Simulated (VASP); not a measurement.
Here is a VASP 6.6.1 calculation.

INCAR

```
SYSTEM = Na3In
PREC = Accurate ; ENCUT = 520
EDIFF = 1E-8 ; ISMEAR = -1
SIGMA = 0.05 ; LREAL = .FALSE.
LASPH = .TRUE. ; NELM = 80
ALGO = Normal ; ISIF = 2
LWAVE = .FALSE. ; LCHARG = .TRUE.
GGA = CA ; NBANDS = 25
IBRION = 8 ; NSW = 1
```

File KPOINTS:

```
regular mesh
0
G
  6 6 6
  0 0 0
```

File POSCAR:

```
Na3In
1.0
    0.0000000000      3.8904590000      3.8904590000
    3.8904590000      0.0000000000      3.8904590000
    3.8904590000      3.8904590000      0.0000000000
Na In
3 1
Direct
    0.2500000000      0.2500000000      0.2500000000
    0.7500000000      0.7500000000      0.7500000000
    0.5000000000      0.5000000000      0.5000000000
    0.0000000000      0.0000000000      0.0000000000
```

Potentials or basis: VASP PAW LDA potentials, release 64 (Na_pv, In_d).

Launch:

```sh
$ cat potpaw_LDA.64/Na_pv/POTCAR potpaw_LDA.64/In_d/POTCAR > POTCAR
$ mpirun -np 1 vasp_std > vasp.out
```

Problem. Estimate the highest phonon frequency at Γ.

Solution. 140 cm⁻¹.

Phonon frequencies in cm⁻¹ (negative: imaginary):
| q point | frequencies |
| --- | --- |
| (0.000, 0.000, 0.000) | 0 0 0 76 76 76 127 127 127 140 140 140 |

Caveat: the cell stands under pressure or tension, which shifts response properties.
